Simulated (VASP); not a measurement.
# NaTiB4 (P6/mmm) in VASP: single point with PBE

Aim: the single point of NaTiB4 with PBE.

Everything below comes from runs of VASP 6.6.1. Logs are shortened: lines on timing, memory, paths and dates and some standing lists are left out, and cuts for length are marked.

**1. The cell of the first run**

It takes space group P6/mmm (No. 191, hexagonal). Conventional cell: a = 3.050 Å, b = 3.050 Å, c = 7.472 Å, α = 90.00°, β = 90.00°, γ = 120.00°. Na (site symmetry 6/mmm) has 12 B at 2.80 Å and 6 Na at 3.05 Å and 2 Ti at 3.74 Å within 3.8 Å. Ti (site symmetry 6/mmm) has 12 B at 2.36 Å and 6 Ti at 3.05 Å within 3.1 Å. Within 2.4 Å of B (site symmetry 3m) lie 3 B at 1.76 Å and 3 Ti at 2.36 Å.

**2. Single point, PBE**

Input file INCAR:

```
PREC     = Accurate       # precision mode
ENCUT    = 520            # plane-wave cutoff, eV
EDIFF    = 1E-7           # SCF threshold, eV
ISMEAR   = 0              # smearing method
SIGMA    = 0.1            # smearing width, eV
LREAL    = False          # projectors in reciprocal space
LASPH    = True           # aspherical terms in the spheres
NELM     = 80             # most SCF steps
ALGO     = Normal         # electronic algorithm
ISIF     = 2              # what is computed and relaxed
LWAVE    = False          # write WAVECAR
LCHARG   = False          # write CHGCAR
GGA      = PE             # functional
NBANDS   = 24             # bands
```

Input file KPOINTS:

```
Automatic mesh
0
Gamma
  15 15 6
```

Input file POSCAR:

```
NaTiB4
1.0
    3.0503976783      0.0000000000      0.0000000000
   -1.5251988391      2.6417218810      0.0000000000
    0.0000000000      0.0000000000      7.4722975340
Na Ti B
1 1 4
Direct
    0.0000000000      0.0000000000      0.5000000000
    0.0000000000      0.0000000000      0.0000000000
    0.3333333333      0.6666666667      0.7905998411
    0.6666666667      0.3333333333      0.7905998411
    0.3333333333      0.6666666667      0.2094001589
    0.6666666667      0.3333333333      0.2094001589
```

Potentials or basis: VASP PAW PBE potentials, release 64 (Na_pv, Ti_sv, B).

On the command line:

```console
cat potpaw_PBE.64/Na_pv/POTCAR potpaw_PBE.64/Ti_sv/POTCAR potpaw_PBE.64/B/POTCAR > POTCAR
mpirun -np 1 vasp_std > vasp.out
```

OUTCAR:

```text
PREC = Accurate
   ENCUT = 520
   EDIFF = 1E-7
   ISMEAR = 0
   LREAL = False
   LASPH = True
   NELM = 80
   ISIF = 2
   GGA = PE

 ion  position               nearest neighbor table
   1  0.000  0.000  0.500-
   2  0.000  0.000  0.000-   3 2.36   4 2.36   5 2.36   6 2.36   3 2.36   5 2.36   4 2.36   6 2.36
                             4 2.36   6 2.36   3 2.36   5 2.36
   3  0.333  0.667  0.791-   4 1.76   4 1.76   4 1.76   2 2.36   2 2.36   2 2.36
   4  0.667  0.333  0.791-   3 1.76   3 1.76   3 1.76   2 2.36   2 2.36   2 2.36
   5  0.333  0.667  0.209-   6 1.76   6 1.76   6 1.76   2 2.36   2 2.36   2 2.36
   6  0.667  0.333  0.209-   5 1.76   5 1.76   5 1.76   2 2.36   2 2.36   2 2.36

  LATTYP: Found a hexagonal cell.
 ALAT       =     3.0503976783
 C/A-ratio  =     2.4496142215

  Lattice vectors:

 A1 = (   3.0503976783,   0.0000000000,   0.0000000000)
 A2 = (  -1.5251988391,   2.6417218810,   0.0000000000)
 A3 = (   0.0000000000,   0.0000000000,   7.4722975340)

Analysis of symmetry for initial positions (statically):
=====================================================================
 Subroutine PRICEL returns:
 Original cell was already a primitive cell.

 Routine SETGRP: Setting up the symmetry group for a
 hexagonal supercell.

 Subroutine GETGRP returns: Found 24 space group operations
 (whereof 24 operations were pure point group operations)
 out of a pool of 24 trial point group operations.

The static configuration has the point symmetry D_6h.

Analysis of symmetry for dynamics (positions and initial velocities):
=====================================================================
 Subroutine PRICEL returns:
 Original cell was already a primitive cell.

 Routine SETGRP: Setting up the symmetry group for a
 hexagonal supercell.

 Subroutine GETGRP returns: Found 24 space group operations
 (whereof 24 operations were pure point group operations)
 out of a pool of 24 trial point group operations.

The dynamic configuration has the point symmetry D_6h.

 Subroutine INISYM returns: Found 24 space group operations
 (whereof 24 operations are pure point group operations),
 and found     1 'primitive' translations

----------------------------------------------------------------------------------------

                                     Primitive cell

  volume of cell :      60.2140

  direct lattice vectors                    reciprocal lattice vectors
     3.050397678  0.000000000  0.000000000     0.327826108  0.189270492  0.000000000
    -1.525198839  2.641721881  0.000000000     0.000000000  0.378540984  0.000000000
     0.000000000  0.000000000  7.472297534     0.000000000  0.000000000  0.133827647

  length of vectors
     3.050397678  3.050397678  7.472297534     0.378540984  0.378540984  0.133827647

  position of ions in fractional coordinates (direct lattice)
     0.000000000  0.000000000  0.500000000
     0.000000000  0.000000000  0.000000000
     0.333333333  0.666666667  0.790599841
     0.666666667  0.333333333  0.790599841
     0.333333333  0.666666667  0.209400159
     0.666666667  0.333333333  0.209400159

  ion indices of the primitive-cell ions
   primitive index   ion index
                 1           1
                 2           2
                 3           3
                 4           4
                 5           5
                 6           6

----------------------------------------------------------------------------------------

 KPOINTS: Automatic mesh

Automatic generation of k-mesh.
 Grid dimensions read from file:
 generate k-points for:   15   15    6

 Generating k-lattice:

  Cartesian coordinates                     Fractional coordinates (reciprocal lattice)
     0.021855074  0.012618033  0.000000000     0.066666667 -0.000000000  0.000000000
     0.000000000  0.025236066  0.000000000     0.000000000  0.066666667  0.000000000
     0.000000000  0.000000000  0.022304608     0.000000000  0.000000000  0.166666667

  Length of vectors
     0.025236066  0.025236066  0.022304608

  Shift w.r.t. Gamma in fractional coordinates (k-lattice)
     0.000000000  0.000000000  0.000000000

 Subroutine IBZKPT returns following result:
 ===========================================

 Found    108 irreducible k-points:

 Following reciprocal coordinates:
            Coordinates               Weight
  0.000000  0.000000  0.000000      1.000000
  0.066667  0.000000  0.000000      6.000000
  0.133333 -0.000000  0.000000      6.000000
  0.200000  0.000000  0.000000      6.000000
  0.266667 -0.000000  0.000000      6.000000
  0.333333 -0.000000  0.000000      6.000000
[... 16 lines left out ...]
  0.333333  0.200000  0.000000     12.000000
  0.400000  0.200000  0.000000      6.000000
 [... further k-points ...]
   k-points           NKPTS =    108   k-points in BZ     NKDIM =    108   number of bands    NBANDS=     24
   number of dos      NEDOS =    301   number of ions     NIONS =      6
   total plane-waves  NPLWV =  32256
   dimension x,y,z NGX =    24 NGY =   24 NGZ =   56
   dimension x,y,z NGXF=    48 NGYF=   48 NGZF=  112
   ions per type =               1   1   4
   NGX,Y,Z   is equivalent  to a cutoff of  13.08, 13.08, 12.46 a.u.
   NGXF,Y,Z  is equivalent  to a cutoff of  26.16, 26.16, 24.92 a.u.
 SYSTEM =  unknown system
   PREC   = accura    normal or accurate (medium, high low for compatibility)
   ISTART =      0    job   : 0-new  1-cont  2-samecut
   ICHARG =      2    charge: 1-file 2-atom 10-const
   ISPIN  =      1    spin polarized calculation?
   LNONCOLLINEAR =      F non collinear calculations
   LSORBIT =      F    spin-orbit coupling
   LASPH  =      T    aspherical Exc in radial PAW
   ENCUT  =  520.0 eV  38.22 Ry    6.18 a.u.   5.67  5.67 13.89*2*pi/ulx,y,z
   NELM   =     80;   NELMIN=  2; NELMDL= -5     # of ELM steps
   EDIFF  = 0.1E-06   stopping-criterion for ELM
   LREAL  =      F    real-space projection
   EDIFFG = 0.1E-05   stopping-criterion for IOM
   NSW    =      0    number of steps for IOM
   IBRION =     -1    ionic relax: 0-MD 1-quasi-New 2-CG
   NFREE  =      0    steps in history (QN), initial steepest desc. (CG)
   ISIF   =      2    stress and relaxation
   ISYM   =      2    0-nonsym 1-usesym 2-fastsym
   POTIM  = 0.5000    time-step for ionic-motion
   TEBEG  =    0.0;   TEEND  =   0.0 temperature during run
   PSTRESS=    0.0 pullay stress
   NELECT =      31.0000    total number of electrons
   NUPDOWN=      -1.0000    fix difference up-down
   EMIN   =  10.00;   EMAX   =-10.00  energy-range for DOS
   EFERMI =   0.00;   METHOD = LEGACY
   ISMEAR =     0;   SIGMA  =   0.10  broadening in eV -4-tet -1-fermi 0-gaus
   EFERMI_NEDOS =   21; number of points for ismear=-14 and -15
   IALGO  =     38    algorithm
   IMIX   =      4    mixing-type and parameters
     AMIX     =   0.40;   BMIX     =  1.00
     AMIX_MAG =   1.60;   BMIX_MAG =  1.00
  volume/ion in A,a.u.               =      10.04        67.72
  Fermi-wavevector in a.u.,A,eV,Ry     =   1.312088  2.479486 23.423434  1.721574
  Thomas-Fermi vector in A             =   2.442504
   LORBIT       =      0    0 simple, 1 ext, 2 COOP (PROOUT), +10 PAW based schemes
   GGA     = PE    functional components
   LHFCALC =     F    Hartree Fock is set to
   AEXX    =    0.0000 exact exchange contribution
   IVDW    =     0    specifies the selected vdW correction
   LEPSILON=     F    determine dielectric tensor
   LRPA    =     F    only Hartree local field effects (RPA)
 non-spin polarized calculation
 Gauss-broadening in eV      SIGMA  =   0.10
  energy-cutoff  :      520.00
  volume of cell :       60.21
 maximum number of plane-waves:      1648
 NGX is ok and might be reduce to    24
   NGX = 11   NGY = 11   NGZ = 27

 number of electron      30.9999982 magnetization

 Free energy of the ion-electron system (eV)
  ---------------------------------------------------
  ext. energy  EPLUGINS =         0.00000000
  ---------------------------------------------------
  free energy    TOTEN  =       -38.36839650 eV

  energy without entropy =      -38.36142197  energy(sigma->0) =      -38.36490924

 E-fermi :   5.5869     XC(G=0): -11.1122

 val. band max:        5.5855979217   @ k =   0.3333   0.2667   0.0000
 cond. band min:       5.5898940921   @ k =   0.2667   0.0667   0.1667
 fundamental gap:      0.0042961704
 Fermi energy:         5.5868904841

 k-point     1 :       0.0000    0.0000    0.0000
  band No.  band energies     occupation
      1     -50.9384      2.00000
      2     -27.4053      2.00000
      3     -26.9558      2.00000
      4     -26.9558      2.00000
      5     -17.7586      2.00000
      6     -17.7370      2.00000
[... 16 lines left out ...]
     23      12.9699      0.00000
     24      12.9699      0.00000

 k-point     2 :       0.0667    0.0000    0.0000
  band No.  band energies     occupation
      1     -50.9362      2.00000
      2     -27.4021      2.00000
      3     -26.9723      2.00000
      4     -26.9595      2.00000
      5     -17.7567      2.00000
      6     -17.7459      2.00000
[... 16 lines left out ...]
     23      13.1560      0.00000
     24      13.3765      0.00000

 k-point     3 :       0.1333   -0.0000    0.0000
  band No.  band energies     occupation
      1     -50.9302      2.00000
      2     -27.3930      2.00000
      3     -27.0188      2.00000
      4     -26.9700      2.00000
      5     -17.7709      2.00000
      6     -17.7514      2.00000
[... 16 lines left out ...]
     23      13.3861      0.00000
     24      14.3998      0.00000

 k-point     4 :       0.2000    0.0000    0.0000
  band No.  band energies     occupation
      1     -50.9213      2.00000
      2     -27.3796      2.00000
      3     -27.0868      2.00000
      4     -26.9854      2.00000
      5     -17.8075      2.00000
      6     -17.7522      2.00000
[... 16 lines left out ...]
     23      13.5583      0.00000
     24      13.7397      0.00000

 k-point     5 :       0.2667   -0.0000    0.0000
  band No.  band energies     occupation
      1     -50.9110      2.00000
      2     -27.3641      2.00000
      3     -27.1641      2.00000
      4     -27.0030      2.00000
      5     -17.8490      2.00000
      6     -17.7613      2.00000
[... 16 lines left out ...]
     23      12.5522      0.00000
     24      13.9150      0.00000

 k-point     6 :       0.3333   -0.0000    0.0000
  band No.  band energies     occupation
      1     -50.9012      2.00000
      2     -27.3493      2.00000
      3     -27.2371      2.00000
      4     -27.0198      2.00000
      5     -17.8883      2.00000
      6     -17.7700      2.00000
[... 16 lines left out ...]
     23      11.8094      0.00000
     24      13.6022      0.00000
[... 379 lines left out ...]
 k-point    21 :       0.2000    0.2000    0.0000
  band No.  band energies     occupation
      1     -50.8989      2.00000
      2     -27.3458      2.00000
      3     -27.2206      2.00000
      4     -27.0589      2.00000
      5     -17.8792      2.00000
      6     -17.7908      2.00000
[... 16 lines left out ...]
     23      12.3108      0.00000
     24      14.9281      0.00000

 k-point    22 :       0.2667    0.2000    0.0000
  band No.  band energies     occupation
      1     -50.8916      2.00000
      2     -27.3348      2.00000
      3     -27.2548      2.00000
      4     -27.0910      2.00000
      5     -17.8973      2.00000
      6     -17.8078      2.00000
[... 16 lines left out ...]
     23      12.0339      0.00000
     24      14.6176      0.00000

 k-point    23 :       0.3333    0.2000    0.0000
  band No.  band energies     occupation
      1     -50.8867      2.00000
      2     -27.3274      2.00000
      3     -27.2761      2.00000
      4     -27.1144      2.00000
      5     -17.9085      2.00000
      6     -17.8203      2.00000
[... 16 lines left out ...]
     23      12.6270      0.00000
     24      14.0289      0.00000

 k-point    24 :       0.4000    0.2000    0.0000
  band No.  band energies     occupation
      1     -50.8850      2.00000
      2     -27.3248      2.00000
      3     -27.2833      2.00000
      4     -27.1231      2.00000
      5     -17.9123      2.00000
      6     -17.8249      2.00000
[... 16 lines left out ...]
     23      13.0012      0.00000
     24      13.7639      0.00000

 [... further k-points ...]

------------------------ aborting loop because EDIFF is reached ----------------------------------------

  FORCE on cell =-STRESS in cart. coord.  units (eV):
  Direction    XX          YY          ZZ          XY          YZ          ZX
  --------------------------------------------------------------------------------------
  -------------------------------------------------------------------------------------
  Total        0.0461657      0.0461657      0.0510518      0.0000000      0.0000000      0.0000000
  in kB        1.2283797      1.2283797      1.3583877      0.0000000      0.0000000      0.0000000
  external PRESSURE =       1.2717157 kB  Pullay stress =       0.0000000 kB

 VOLUME and BASIS-vectors are now :
 -----------------------------------------------------------------------------
  energy-cutoff  :      520.00
  volume of cell :       60.21
      direct lattice vectors                 reciprocal lattice vectors
     3.050397678  0.000000000  0.000000000     0.327826108  0.189270492  0.000000000
    -1.525198839  2.641721881  0.000000000     0.000000000  0.378540984  0.000000000
     0.000000000  0.000000000  7.472297534     0.000000000  0.000000000  0.133827647

 POSITION                                       TOTAL-FORCE (eV/Angst)
 -----------------------------------------------------------------------------------
      0.00000      0.00000      3.73615        -0.000000     -0.000000      0.000000
      0.00000      0.00000      0.00000        -0.000000     -0.000000      0.000000
     -0.00000      1.76115      5.90760        -0.000000      0.000000     -0.006142
      1.52520      0.88057      5.90760        -0.000000      0.000000     -0.006142
     -0.00000      1.76115      1.56470         0.000000     -0.000000      0.006142
      1.52520      0.88057      1.56470        -0.000000     -0.000000      0.006142
 -----------------------------------------------------------------------------------
    total drift:                                0.000000      0.000000      0.000000

  FREE ENERGIE OF THE ION-ELECTRON SYSTEM (eV)
  ---------------------------------------------------
  free  energy   TOTEN  =       -38.3683964995 eV

  energy  without entropy=      -38.3614219720  energy(sigma->0) =      -38.36490924
```

Wall time 5.4 min (1 thread of AMD EPYC 7R13, shared host); peak memory 0.25 GiB.

What came out:

```
Free energy            : -38.3684 eV
Pressure               : 0.1 GPa
Largest force          : 0.006 eV/Å
Band gap on the k mesh : zero (an odd number of electrons rules out a gap without spin polarisation)
```

Forces in eV/Å, atoms in the order of the input:
```
Na   0.000  0.000  0.000
Ti   0.000  0.000  0.000
B    0.000  0.000 -0.006
B    0.000  0.000 -0.006
B    0.000  0.000  0.006
B    0.000  0.000  0.006
```

Levels at points of the mesh, in eV from the Fermi level:
```
           k point  band 13  band 14  band 15  band 16  band 17  band 18
(0.00, 0.00, 0.00)    -1.13    -0.02     0.89     0.89     1.17     1.17
(0.00, 0.00, 0.50)    -1.12     0.87     0.87     0.97     1.17     1.17
```
